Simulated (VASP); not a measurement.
Here is a VASP 6.6.1 calculation.

INCAR

```
SYSTEM = Nb3Si2O
ALGO     = Normal         ! electronic algorithm
EDIFF    = 1E-6           ! SCF threshold, eV
ENCUT    = 520            ! plane-wave cutoff, eV
GGA      = PE             ! functional
ISIF     = 2              ! what is computed and relaxed
ISMEAR   = 0              ! smearing method
LASPH    = .True.         ! aspherical terms in the spheres
LCHARG   = .False.        ! write CHGCAR
LREAL    = .False.        ! projectors in reciprocal space
LWAVE    = .False.        ! write WAVECAR
NBANDS   = 36             ! bands
NELM     = 80             ! most SCF steps
PREC     = Accurate       ! precision mode
SIGMA    = 0.1            ! smearing width, eV
```

Contents of KPOINTS:

```
k-points
0
Gamma
  4 12 12
  0 0 0
```

The input POSCAR:

```
Nb3Si2O
1.0
   11.9977027153      0.0000000000      0.0000000000
    0.0000000000      1.6567266280      2.3831289648
    0.0000000000     -1.6567266280      2.3831289648
Nb Si O
3 2 1
Direct
    0.0000000000      0.9855380840      0.9855380840
    0.3409885923      0.9872624725      0.9872624725
    0.6590114077      0.9872624725      0.9872624725
    0.1677879359      0.3612719532      0.3612719532
    0.8322120641      0.3612719532      0.3612719532
    0.5000000000      0.9898713054      0.9898713054
```

Potentials or basis: VASP PAW PBE potentials, release 64 (Nb_sv, Si, O).

Launch:

```bash
$ cat potpaw_PBE.64/Nb_sv/POTCAR potpaw_PBE.64/Si/POTCAR potpaw_PBE.64/O/POTCAR > POTCAR
$ mpirun -np 1 vasp_std > vasp.out
```

What does it give for the largest force?

0.012 eV/Å.

What does it give for the band gap on the k mesh?

Zero (an odd number of electrons rules out a gap without spin polarisation).

Estimate the pressure.

-0.3 GPa.

Forces in eV/Å, atoms in the order of the input:
```
Nb   0.000  0.000  0.002
Nb   0.012  0.000  0.002
Nb  -0.012  0.000  0.002
Si  -0.001  0.000 -0.002
Si   0.001  0.000 -0.002
O    0.000  0.000 -0.003
```

Caveat: an odd number of electrons without spin polarisation forces a metal; a magnetic or distorted state may lie lower.
